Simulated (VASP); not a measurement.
A run of VASP 6.6.1 is set up as follows.

The input INCAR:

```
PREC = Accurate
ENCUT = 520
EDIFF = 1E-8
ISMEAR = -1
SIGMA = 0.02
LREAL = False
LASPH = True
NELM = 80
ALGO = Normal
ISIF = 2
LWAVE = False
LCHARG = False
GGA = PS
LEFG = True
NBANDS = 16
```

The input KPOINTS:

```
regular mesh
0
Gamma
  11 11 6
```

Contents of POSCAR:

```
AlN
1.0
    3.1110021516     -0.0155550108     -0.0155550108
   -1.5689721103      2.7019843999     -0.0056935291
   -0.0248900000     -0.0248900000      4.9780000000
Al N
2 2
Direct
    0.3333333333      0.6666666667      0.0000000000
    0.6666666667      0.3333333333      0.5000000000
    0.3333333333      0.6666666667      0.3850000000
    0.6666666667      0.3333333333      0.8850000000
```

Potentials or basis: VASP PAW PBE potentials, release 64 (Al, N).

Run with:

```sh
$ cat potpaw_PBE.64/Al/POTCAR potpaw_PBE.64/N/POTCAR > POTCAR
$ mpirun -np 1 vasp_std > vasp.out
```

Problem. Predict the band gap on the k mesh.

Solution. 4.08 eV.

Problem. Estimate the largest force.

Solution. 0.258 eV/Å.

Problem. Estimate the pressure.

Solution. 0.6 GPa.

Stress tensor (GPa, compression positive):
```
 1.24  1.80  1.28
 1.80  1.24  1.28
 1.28  1.28 -0.75
```

Caveat: the cell differs from its parent crystal (equal xy, yz and zx shear strains of -1 %); without QUAD_EFG the Cq values of the log hold for a quadrupole moment of 1 mb, not for the nuclei; the PAW data sets were made with another functional, which shifts forces and pressure a little. A k mesh can miss the band edges.
